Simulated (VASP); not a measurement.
Here is a VASP 6.6.1 calculation.

File POSCAR:

```
LiH
1.0
    2.0023268406      2.0023268406      0.0000000000
   -2.0023268406      2.0023268406      0.0000000000
    0.0000000000      2.0023268406      2.0023268406
Li H
1 1
Direct
    0.0000000000      0.0000000000      0.0000000000
    0.5000000000      0.5000000000      0.0000000000
```

The input INCAR.step1:

```
SYSTEM = LiH
PREC = Accurate
ENCUT = 520
ISMEAR = -1
SIGMA = 0.05
LREAL = .False.
LASPH = .True.
NELM = 60
NBANDS = 9
GGA = PE
ALGO = Normal
EDIFF = 1E-4
LWAVE = .True.
LCHARG = .False.
```

INCAR.step2

```
SYSTEM = LiH
PREC = Accurate
ENCUT = 520
EDIFF = 1E-6
ISMEAR = -1
SIGMA = 0.05
LREAL = .False.
LASPH = .True.
NELM = 60
ALGO = Normal
ISIF = 2
LWAVE = .False.
LCHARG = .True.
METAGGA = R2SCAN
LMIXTAU = .True.
LELF = .True.
LVHAR = .True.
NBANDS = 9
ISTART = 1
```

KPOINTS

```
regular mesh
0
Gamma
  14 14 14
  0 0 0
```

Potentials or basis: VASP PAW PBE potentials, release 64 (Li_sv, H).

Launch:

```console
$ cat potpaw_PBE.64/Li_sv/POTCAR potpaw_PBE.64/H/POTCAR > POTCAR
$ cp INCAR.step1 INCAR
$ mpirun -np 1 vasp_std > vasp.out
$ cp INCAR.step2 INCAR
$ mpirun -np 1 vasp_std > vasp.out
```

(1) Estimate the band gap on the k mesh.

Results:

(1) 3.58 eV, direct.
